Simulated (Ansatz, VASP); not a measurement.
## Two plane-wave programs on MgO

```
Mg O
1.0
     3.31529    0.00000    0.00000
    -1.65764    2.87112    0.00000
     0.00000    0.00000    5.12155
Mg O
2 2
Direct
  0.33333 0.66667 0.01608
  0.66667 0.33333 0.51608
  0.33333 0.66667 0.39828
  0.66667 0.33333 0.89828
```

Alike in both runs: task single point; functional PBE; k mesh 9 × 9 × 6; occupations gaussian, width 0.05 eV; no spin polarisation.

|  | VASP | Ansatz |
| --- | --- | --- |
| version | VASP 6.6.1 | Ansatz 0.2.0 |
| potentials or method | VASP PAW PBE potentials, release 64 (Mg, O), cutoff 520 eV | scalar-relativistic, plane waves, PAW |
| valence electrons in the cell | 16 | 32 |

|  | VASP | Ansatz | Ansatz less VASP |
| --- | --- | --- | --- |
| gap on the k mesh at the Fermi level (eV) | 3.46 | 3.48 | +0.019 |
| least direct gap on the mesh (eV) | 3.46 | 3.48 | +0.019 |
| pressure (GPa) | -0.1 | 0.4 | +0.45 |
| traceless stress, the component that is largest in VASP (GPa) | 3.31 | 3.24 | -0.070 |
| rms of the force components (eV/Å) | 0.223 | 0.221 | -0.0020 |

Atom by atom the forces differ by 0.002 eV/Å (rms over components). The functional is the same, so the differences come from potentials, cutoffs and numerics. VASP's potentials hold 16 valence electrons a cell and Ansatz's 32, so a difference there can come from the potentials and not from the codes.
